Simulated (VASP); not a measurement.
# CdSe (Fm-3m) in VASP: further runs

CdSe is run at these levels: LDA; tasks: single point.

Everything below comes from runs of VASP 6.6.1. Logs are shortened: lines on timing, memory, paths and dates and some standing lists are left out, and cuts for length are marked.

## Step 1: The cell of the first run

The structure is cubic, space group Fm-3m (No. 225). Conventional cell: a = 5.799 Å, b = 5.799 Å, c = 5.799 Å, α = 90.00°, β = 90.00°, γ = 90.00°. Cd (site symmetry m-3m) has 6 Se at 2.90 Å within 3.8 Å. Within 3.8 Å of Se (site symmetry m-3m) lie 6 Cd at 2.90 Å.

## Step 2: Single point, LDA

File INCAR:

```
SYSTEM = CdSe
PREC = Accurate
ENCUT = 500
EDIFF = 1E-6
ISMEAR = -1
SIGMA = 0.1
LREAL = .False.
LASPH = .True.
NELM = 120
ALGO = Normal
ISIF = 2
LWAVE = .False.
LCHARG = .False.
GGA = CA
NBANDS = 16
GGA_COMPAT = .False.
```

File KPOINTS:

```
regular mesh
0
Gamma
  6 6 6
  0 0 0
```

File POSCAR:

```
CdSe
1.0
    0.0000000000      2.8992825383      2.8992825383
    2.8992825383      0.0000000000      2.8992825383
    2.8992825383      2.8992825383      0.0000000000
Cd Se
1 1
Direct
    0.0000000000      0.0000000000      0.0000000000
    0.5000000000      0.5000000000      0.5000000000
```

Potentials or basis: VASP PAW LDA potentials, release 64 (Cd, Se).

Launch:

```bash
$ cat potpaw_LDA.64/Cd/POTCAR potpaw_LDA.64/Se/POTCAR > POTCAR
$ mpirun -np 1 vasp_std > vasp.out
```

OUTCAR:

```text
SYSTEM = CdSe
   PREC = Accurate
   ENCUT = 500
   EDIFF = 1E-6
   ISMEAR = -1
   LREAL = .False.
   LASPH = .True.
   NELM = 120
   ISIF = 2
   GGA = CA

 ion  position               nearest neighbor table
   1  0.000  0.000  0.000-   2 2.90   2 2.90   2 2.90   2 2.90   2 2.90   2 2.90
   2  0.500  0.500  0.500-   1 2.90   1 2.90   1 2.90   1 2.90   1 2.90   1 2.90

  LATTYP: Found a face centered cubic cell.
 ALAT       =     5.7985650766

  Lattice vectors:

 A1 = (   0.0000000000,   2.8992825383,   2.8992825383)
 A2 = (   2.8992825383,   0.0000000000,   2.8992825383)
 A3 = (   2.8992825383,   2.8992825383,   0.0000000000)

Analysis of symmetry for initial positions (statically):
=====================================================================
 Subroutine PRICEL returns:
 Original cell was already a primitive cell.

 Routine SETGRP: Setting up the symmetry group for a
 face centered cubic supercell.

 Subroutine GETGRP returns: Found 48 space group operations
 (whereof 48 operations were pure point group operations)
 out of a pool of 48 trial point group operations.

The static configuration has the point symmetry O_h .

Analysis of symmetry for dynamics (positions and initial velocities):
=====================================================================
 Subroutine PRICEL returns:
 Original cell was already a primitive cell.

 Routine SETGRP: Setting up the symmetry group for a
 face centered cubic supercell.

 Subroutine GETGRP returns: Found 48 space group operations
 (whereof 48 operations were pure point group operations)
 out of a pool of 48 trial point group operations.

The dynamic configuration has the point symmetry O_h .

 Subroutine INISYM returns: Found 48 space group operations
 (whereof 48 operations are pure point group operations),
 and found     1 'primitive' translations

----------------------------------------------------------------------------------------

                                     Primitive cell

  volume of cell :      48.7418

  direct lattice vectors                    reciprocal lattice vectors
     0.000000000  2.899282538  2.899282538    -0.172456459  0.172456459  0.172456459
     2.899282538  0.000000000  2.899282538     0.172456459 -0.172456459  0.172456459
     2.899282538  2.899282538  0.000000000     0.172456459  0.172456459 -0.172456459

  length of vectors
     4.100204687  4.100204687  4.100204687     0.298703349  0.298703349  0.298703349

  position of ions in fractional coordinates (direct lattice)
     0.000000000  0.000000000  0.000000000
     0.500000000  0.500000000  0.500000000

  ion indices of the primitive-cell ions
   primitive index   ion index
                 1           1
                 2           2

----------------------------------------------------------------------------------------

 KPOINTS: regular mesh

Automatic generation of k-mesh.
 Grid dimensions read from file:
 generate k-points for:    6    6    6

 Generating k-lattice:

  Cartesian coordinates                     Fractional coordinates (reciprocal lattice)
    -0.028742743  0.028742743  0.028742743     0.166666667  0.000000000  0.000000000
     0.028742743 -0.028742743  0.028742743     0.000000000  0.166666667  0.000000000
     0.028742743  0.028742743 -0.028742743     0.000000000  0.000000000  0.166666667

  Length of vectors
     0.049783891  0.049783891  0.049783891

  Shift w.r.t. Gamma in fractional coordinates (k-lattice)
     0.000000000  0.000000000  0.000000000

 Subroutine IBZKPT returns following result:
 ===========================================

 Found     16 irreducible k-points:

 Following reciprocal coordinates:
            Coordinates               Weight
  0.000000  0.000000  0.000000      1.000000
  0.166667  0.000000  0.000000      8.000000
  0.333333  0.000000  0.000000      8.000000
  0.500000  0.000000  0.000000      4.000000
  0.166667  0.166667  0.000000      6.000000
  0.333333  0.166667  0.000000     24.000000
[... 8 lines left out ...]
 -0.333333  0.333333  0.166667     24.000000
 -0.333333  0.500000  0.166667     12.000000
   k-points           NKPTS =     16   k-points in BZ     NKDIM =     16   number of bands    NBANDS=     16
   number of dos      NEDOS =    301   number of ions     NIONS =      2
   total plane-waves  NPLWV =  27000
   dimension x,y,z NGX =    30 NGY =   30 NGZ =   30
   dimension x,y,z NGXF=    60 NGYF=   60 NGZF=   60
   ions per type =               1   1
   NGX,Y,Z   is equivalent  to a cutoff of  12.16, 12.16, 12.16 a.u.
   NGXF,Y,Z  is equivalent  to a cutoff of  24.33, 24.33, 24.33 a.u.
 SYSTEM =  CdSe
   PREC   = accura    normal or accurate (medium, high low for compatibility)
   ISTART =      0    job   : 0-new  1-cont  2-samecut
   ICHARG =      2    charge: 1-file 2-atom 10-const
   ISPIN  =      1    spin polarized calculation?
   LNONCOLLINEAR =      F non collinear calculations
   LSORBIT =      F    spin-orbit coupling
   LASPH  =      T    aspherical Exc in radial PAW
   ENCUT  =  500.0 eV  36.75 Ry    6.06 a.u.   7.48  7.48  7.48*2*pi/ulx,y,z
   NELM   =    120;   NELMIN=  2; NELMDL= -5     # of ELM steps
   EDIFF  = 0.1E-05   stopping-criterion for ELM
   LREAL  =      F    real-space projection
   EDIFFG = 0.1E-04   stopping-criterion for IOM
   NSW    =      0    number of steps for IOM
   IBRION =     -1    ionic relax: 0-MD 1-quasi-New 2-CG
   NFREE  =      0    steps in history (QN), initial steepest desc. (CG)
   ISIF   =      2    stress and relaxation
   ISYM   =      2    0-nonsym 1-usesym 2-fastsym
   POTIM  = 0.5000    time-step for ionic-motion
   TEBEG  =    0.0;   TEEND  =   0.0 temperature during run
   PSTRESS=    0.0 pullay stress
   NELECT =      18.0000    total number of electrons
   NUPDOWN=      -1.0000    fix difference up-down
   EMIN   =  10.00;   EMAX   =-10.00  energy-range for DOS
   EFERMI =   0.00;   METHOD = LEGACY
   ISMEAR =    -1;   SIGMA  =   0.10  broadening in eV -4-tet -1-fermi 0-gaus
   EFERMI_NEDOS =   21; number of points for ismear=-14 and -15
   IALGO  =     38    algorithm
   IMIX   =      4    mixing-type and parameters
     AMIX     =   0.40;   BMIX     =  1.00
     AMIX_MAG =   1.60;   BMIX_MAG =  1.00
  volume/ion in A,a.u.               =      24.37       164.46
  Fermi-wavevector in a.u.,A,eV,Ry     =   1.174533  2.219545 18.769606  1.379527
  Thomas-Fermi vector in A             =   2.310928
   LORBIT       =      0    0 simple, 1 ext, 2 COOP (PROOUT), +10 PAW based schemes
   GGA     = CA    functional components
   LHFCALC =     F    Hartree Fock is set to
   AEXX    =    0.0000 exact exchange contribution
   IVDW    =     0    specifies the selected vdW correction
   LEPSILON=     F    determine dielectric tensor
   LRPA    =     F    only Hartree local field effects (RPA)
 non-spin polarized calculation
  energy-cutoff  :      500.00
  volume of cell :       48.74
 maximum number of plane-waves:      1258
 NGX is ok and might be reduce to    30
   NGX = 15   NGY = 15   NGZ = 15

 number of electron      18.0000008 magnetization

 Free energy of the ion-electron system (eV)
  ---------------------------------------------------
  ext. energy  EPLUGINS =         0.00000000
  ---------------------------------------------------
  free energy    TOTEN  =        -6.48124737 eV

  energy without entropy =       -6.46761369  energy(sigma->0) =       -6.47443053

 E-fermi :   2.0911     XC(G=0): -10.2031

 val. band max:        1.8987672930   @ k =  -0.1667   0.1667   0.0000
 cond. band min:       2.7222028739   @ k =   0.5000   0.3333   0.0000
 fundamental gap:      0.8234355810
 Fermi energy:         2.0911447674

 k-point     1 :       0.0000    0.0000    0.0000
  band No.  band energies     occupation
      1     -10.8420      2.00000
      2      -5.9254      2.00000
      3      -5.9254      2.00000
      4      -5.9065      2.00000
      5      -5.9065      2.00000
      6      -5.9065      2.00000
[... 8 lines left out ...]
     15      11.3381      0.00000
     16      11.3381      0.00000

 k-point     2 :       0.1667    0.0000    0.0000
  band No.  band energies     occupation
      1     -10.6596      2.00000
      2      -5.9755      2.00000
      3      -5.9755      2.00000
      4      -5.9216      2.00000
      5      -5.8762      2.00000
      6      -5.8762      2.00000
[... 8 lines left out ...]
     15      11.4004      0.00000
     16      11.4004      0.00000

 k-point     3 :       0.3333    0.0000    0.0000
  band No.  band energies     occupation
      1     -10.2391      2.00000
      2      -6.0766      2.00000
      3      -6.0766      2.00000
      4      -5.9800      2.00000
      5      -5.8108      2.00000
      6      -5.8108      2.00000
[... 8 lines left out ...]
     15      12.9457      0.00000
     16      12.9457      0.00000

 k-point     4 :       0.5000    0.0000    0.0000
  band No.  band energies     occupation
      1      -9.9890      2.00000
      2      -6.1257      2.00000
      3      -6.1257      2.00000
      4      -6.0371      2.00000
      5      -5.7775      2.00000
      6      -5.7775      2.00000
[... 8 lines left out ...]
     15      14.7046      0.00000
     16      14.7046      0.00000
[... 172 lines left out ...]
 k-point    14 :       0.5000    0.3333    0.1667
  band No.  band energies     occupation
      1     -10.1063      2.00000
      2      -6.0078      2.00000
      3      -5.9437      2.00000
      4      -5.9219      2.00000
      5      -5.7832      2.00000
      6      -5.7082      2.00000
[... 8 lines left out ...]
     15      14.9677      0.00000
     16      15.4928      0.00000

 k-point    15 :      -0.3333    0.3333    0.1667
  band No.  band energies     occupation
      1     -10.0005      2.00000
      2      -6.0428      2.00000
      3      -5.9161      2.00000
      4      -5.9010      2.00000
      5      -5.7537      2.00000
      6      -5.5992      2.00000
[... 8 lines left out ...]
     15      13.2143      0.00000
     16      16.0985      0.00000

 k-point    16 :      -0.3333    0.5000    0.1667
  band No.  band energies     occupation
      1     -10.0309      2.00000
      2      -5.9668      2.00000
      3      -5.9560      2.00000
      4      -5.8216      2.00000
      5      -5.7294      2.00000
      6      -5.4017      2.00000
[... 8 lines left out ...]
     15      14.6460      0.00000
     16      16.7377      0.00000

------------------------ aborting loop because EDIFF is reached ----------------------------------------

  FORCE on cell =-STRESS in cart. coord.  units (eV):
  Direction    XX          YY          ZZ          XY          YZ          ZX
  --------------------------------------------------------------------------------------
  -------------------------------------------------------------------------------------
  Total       -2.0442334     -2.0442334     -2.0442334     -0.0000000      0.0000000      0.0000000
  in kB      -67.1953839    -67.1953839    -67.1953839     -0.0000000      0.0000000      0.0000000
  external PRESSURE =     -67.1953839 kB  Pullay stress =       0.0000000 kB

 VOLUME and BASIS-vectors are now :
 -----------------------------------------------------------------------------
  energy-cutoff  :      500.00
  volume of cell :       48.74
      direct lattice vectors                 reciprocal lattice vectors
     0.000000000  2.899282538  2.899282538    -0.172456459  0.172456459  0.172456459
     2.899282538  0.000000000  2.899282538     0.172456459 -0.172456459  0.172456459
     2.899282538  2.899282538  0.000000000     0.172456459  0.172456459 -0.172456459

 POSITION                                       TOTAL-FORCE (eV/Angst)
 -----------------------------------------------------------------------------------
      0.00000      0.00000      0.00000         0.000000      0.000000      0.000000
      2.89928      2.89928      2.89928         0.000000      0.000000     -0.000000
 -----------------------------------------------------------------------------------
    total drift:                               -0.000000      0.000000      0.000000

  FREE ENERGIE OF THE ION-ELECTRON SYSTEM (eV)
  ---------------------------------------------------
  free  energy   TOTEN  =        -6.4812473671 eV

  energy  without entropy=       -6.4676136860  energy(sigma->0) =       -6.47443053
```

It took 18 s on 1 thread of Intel Xeon 8259CL, shared host; peak memory 0.15 GiB.

Results:

* Free energy: -6.4812 eV
* Pressure: -6.7 GPa
* Band gap on the k mesh: zero (band 9 reaches 1.90 eV, above the bottom of band 10 at 1.29 eV)

Levels at points of the mesh, in eV from the Fermi level:
| k point | band 5 | band 6 | band 7 | band 8 | band 9 | band 10 | band 11 | band 12 | band 13 | band 14 |
| --- | --- | --- | --- | --- | --- | --- | --- | --- | --- | --- |
| (0.00, 0.00, 0.00) | -8.00 | -8.00 | -0.74 | -0.74 | -0.74 | -0.39 | 8.44 | 8.44 | 8.44 | 9.25 |
| (0.50, 0.00, 0.00) | -7.87 | -7.87 | -5.03 | -0.20 | -0.20 | 2.72 | 4.98 | 4.98 | 5.39 | 10.82 |
| (0.50, 0.50, 0.00) | -7.82 | -7.39 | -4.11 | -2.13 | -2.13 | -0.80 | 5.29 | 9.18 | 9.75 | 9.75 |

## Step 3: Single point, LDA

This run uses another cell than the first one, of 25.00 Å³/atom, 1.026 times its volume.

File INCAR:

```
SYSTEM = CdSe
PREC = Accurate
ENCUT = 500
EDIFF = 1E-6
ISMEAR = -1
SIGMA = 0.1
LREAL = .FALSE.
LASPH = .TRUE.
NELM = 120
ALGO = Normal
ISIF = 2
LWAVE = .FALSE.
LCHARG = .TRUE.
GGA = CA
LELF = .TRUE.
LVHAR = .TRUE.
NBANDS = 16
GGA_COMPAT = .FALSE.
```

File KPOINTS:

```
Automatic mesh
0
G
  6 6 6
  0 0 0
```

File POSCAR:

```
CdSe
1.0
    0.0000000000      2.9241703010      2.9241703010
    2.9241703010      0.0000000000      2.9241703010
    2.9241703010      2.9241703010      0.0000000000
Cd Se
1 1
Direct
    0.0000000000      0.0000000000      0.0000000000
    0.5000000000      0.5000000000      0.5000000000
```

Potentials or basis: VASP PAW LDA potentials, release 64 (Cd, Se).

Launch:

```bash
$ cat potpaw_LDA.64/Cd/POTCAR potpaw_LDA.64/Se/POTCAR > POTCAR
$ mpirun -np 1 vasp_std > vasp.out
```

Wall time 20 s (1 thread of Intel Xeon 8259CL, shared host); peak memory 0.15 GiB.

It converged, with:

```yaml
Free_energy: -6.4240 eV
Pressure: -7.7 GPa
Band_gap_on_the_k_mesh: zero (band 9 reaches 1.68 eV, above the bottom of band 10 at 1.08 eV)
```

Levels at points of the mesh, in eV from the Fermi level:
```csv
k point,band 5,band 6,band 7,band 8,band 9,band 10,band 11,band 12,band 13,band 14
"(0.00, 0.00, 0.00)",-7.96,-7.96,-0.70,-0.70,-0.70,-0.48,8.42,8.42,8.42,9.11
"(0.50, 0.00, 0.00)",-7.84,-7.84,-4.90,-0.21,-0.21,2.73,4.98,4.98,5.20,10.72
"(0.50, 0.50, 0.00)",-7.79,-7.40,-3.96,-2.05,-2.05,-0.79,5.32,9.00,9.57,9.57
```

[end of part 1 of 2]
